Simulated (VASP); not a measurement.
Set up this calculation in VASP 6.6.1, as the native input.

| Property | Result |
| --- | --- |
| Task | single point |
| Functional | PBE |
| Potentials or basis | VASP PAW PBE potentials, release 64 (Ta_pv, C, H) |
| Cutoff | 520 eV |
| k mesh | 2 × 2 × 2 |
| Occupations | fermi-dirac, width 0.1 eV |
| Spin | no spin polarisation |
| Dipole correction | no |
| Further INCAR settings | LREAL = Auto; ALGO = Normal; EDIFF = 1e-06; NBANDS = 74 |

The structure of Ta8HC8 (a cell with a defect) lies in POSCAR:

```
Ta8HC8
1.0
    0.0000000000      4.4540000000      4.4540000000
    4.4540000000      0.0000000000      4.4540000000
    4.4540000000      4.4540000000      0.0000000000
Ta C H
8 8 1
Direct
   -0.0031769196      0.0033116300      0.0189155815
    0.0055343511      0.0171867984      0.4933879659
    0.0031095644      0.4973170184     -0.0173215088
   -0.0025033678      0.5045913785      0.5103165694
    0.5165356982     -0.0212954648     -0.0046811855
    0.5065110013      0.0156713067      0.4918051190
    0.4925797036      0.4784126628      0.0284351145
    0.4875617423      0.4994836102      0.4781320162
    0.2643129771      0.2195891334      0.2795352492
    0.2553210597      0.2621239335      0.7154692411
    0.1879209699      0.7961158509      0.2568253256
    0.2552088011      0.7023798833      0.7663673103
    0.7327682982      0.2787718904      0.2350134710
    0.7627189044      0.2591715312      0.7472272115
    0.7122361922      0.7707004939      0.2664571172
    0.7506286484      0.7590480467      0.7507409070
    0.3372137405      1.0601818590      0.7984845083
```

These files were run (other wordings do the same):

INCAR

```
SYSTEM = Ta8HC8
ALGO = Normal
EDIFF = 1E-6
ENCUT = 520
GGA = PE
ISIF = 2
ISMEAR = -1
LASPH = .True.
LCHARG = .True.
LELF = .True.
LREAL = Auto
LVHAR = .True.
LWAVE = .False.
NBANDS = 74
NELM = 60
PREC = Accurate
SIGMA = 0.1
```

KPOINTS

```
k-points
0
Gamma
  2 2 2
  0 0 0
```

Potentials or basis: VASP PAW PBE potentials, release 64 (Ta_pv, C, H).

Command:

```console
$ cat potpaw_PBE.64/Ta_pv/POTCAR potpaw_PBE.64/C/POTCAR potpaw_PBE.64/H/POTCAR > POTCAR
$ mpirun -np 1 vasp_std > vasp.out
```

Results of the run:

| Item | Value |
| --- | --- |
| Pressure | 23.4 GPa |
| Largest force | 6.483 eV/Å |
| Band gap on the k mesh | zero (an odd number of electrons rules out a gap without spin polarisation) |

Caveat: the k points lie up to 0.61 Å⁻¹ apart, too coarse for converged energies and pressures of a metal; the atoms stand as in a frame of molecular dynamics; spin-orbit coupling is left out, which moves the levels of the heavy elements.

Run time: 2.5 min on 1 thread of Intel(R) Xeon(R) 6975P-C (Granite Rapids) (shared host), peak memory 0.36 GiB.
